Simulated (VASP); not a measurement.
Write the native input for VASP 6.6.1 that does the following.

| Property | Result |
| --- | --- |
| Task | relaxation of cell and atoms |
| Functional | PBE |
| Potentials or basis | VASP PAW PBE potentials, release 64 (Sn_d, As) |
| Cutoff | 600 eV |
| k mesh | 12 × 12 × 12 |
| Occupations | gaussian, width 0.1 eV |
| Spin | no spin polarisation |
| Dipole correction | no |
| Further INCAR settings | ALGO = Fast; EDIFF = 1e-07; IBRION = 2; EDIFFG = -0.01; NSW = 100; ISIF = 3 |

The structure of SnAs2 lies in POSCAR:

```
SnAs2
1.0
    2.6351296374      1.5213928055      2.8418452425
   -2.6351296374      1.5213928055      2.8418452425
    0.0000000000     -3.0427856110      2.8418452425
Sn As
1 2
Direct
    0.5000000000      0.5000000000      0.5000000000
    0.8348195933      0.8348195933      0.8348195933
    0.1651804067      0.1651804067      0.1651804067
```

The cell was generated, and may not be a known phase.

The input as run:

INCAR

```
SYSTEM = SnAs2
PREC     = Accurate       ! precision mode
ENCUT    = 600            ! plane-wave cutoff, eV
EDIFF    = 1E-7           ! SCF threshold, eV
ISMEAR   = 0              ! smearing method
SIGMA    = 0.1            ! smearing width, eV
LREAL    = .False.        ! projectors in reciprocal space
LASPH    = .True.         ! aspherical terms in the spheres
NELM     = 60             ! most SCF steps
ALGO     = Fast           ! electronic algorithm
ISIF     = 3              ! what is computed and relaxed
LWAVE    = .False.        ! write WAVECAR
LCHARG   = .False.        ! write CHGCAR
GGA      = PE             ! functional
IBRION   = 2              ! ionic algorithm
NSW      = 100            ! ionic steps
EDIFFG   = -0.01          ! ionic threshold
```

KPOINTS

```
Automatic mesh
0
Gamma
  12 12 12
  0 0 0
```

Potentials or basis: VASP PAW PBE potentials, release 64 (Sn_d, As).

Run with:

```bash
$ cat potpaw_PBE.64/Sn_d/POTCAR potpaw_PBE.64/As/POTCAR > POTCAR
$ mpirun -np 1 vasp_std > vasp.out
```

It gave:

```
Relaxed volume                        : 22.70 Å³/atom
Relaxed cell                          : a = 4.161 Å, b = 4.161 Å, c = 4.161 Å, α = 78.29°, β = 78.29°, γ = 78.29°
Space group after relaxing (to 0.1 Å) : R-3m (No. 166)
Energy gained by relaxing             : 2.1 meV/atom
Ionic steps                           : 7
Pressure after relaxing               : 0.0 GPa
Band gap on the k mesh                : zero (bands 12 and 13 overlap by 4.26 eV)
```

Caveat: spin-orbit coupling is left out, which moves the levels of the heavy elements.

Run time: 27 min on 1 thread of Oxide Virtual Turin-like Processor, on a shared host, peak memory 0.4 GiB.
